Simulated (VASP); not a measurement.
Si, 1 atom in the cell. The typed cell holds 1 atom: a = 2.663 Å, b = 2.615 Å, c = 2.488 Å, α = 88.18°, β = 90.31°, γ = 122.18°. 

* Program: VASP 6.6.1
* Task: single point
* Functional: PBEsol-based screened hybrid with 25 % exact exchange
* Potentials or basis: VASP PAW PBE potentials, release 64 (Si)
* Cutoff: 520 eV
* k mesh: 6 × 6 × 6
* Occupations: fermi-dirac, width 0.05 eV
* Spin: no spin polarisation
* Dipole correction: no
* Grid for exact exchange (PRECFOCK): Normal
* Share of exact exchange: 0.25
* Further INCAR settings: ALGO = Normal; EDIFF = 1e-06; NBANDS = 8
* Screening parameter: 0.207 1/Å

Potentials or basis: VASP PAW PBE potentials, release 64 (Si).

Launch:

```bash
$ cat potpaw_PBE.64/Si/POTCAR > POTCAR
$ cp INCAR.step1 INCAR
$ mpirun -np 1 vasp_std > vasp.out
$ cp INCAR.step2 INCAR
$ mpirun -np 1 vasp_std > vasp.out
```

Hardware: 1 thread of Intel(R) Xeon(R) Platinum 8259CL CPU @ 2.50GHz (Skylake/Cascade Lake), on a shared host.

**Question.** How long does it take, and how much memory?

**Answer.** Run time: 9.5 min on 1 thread of Intel(R) Xeon(R) Platinum 8259CL CPU @ 2.50GHz (Skylake/Cascade Lake) (shared host), peak memory 0.23 GiB. Counts: k points 112.
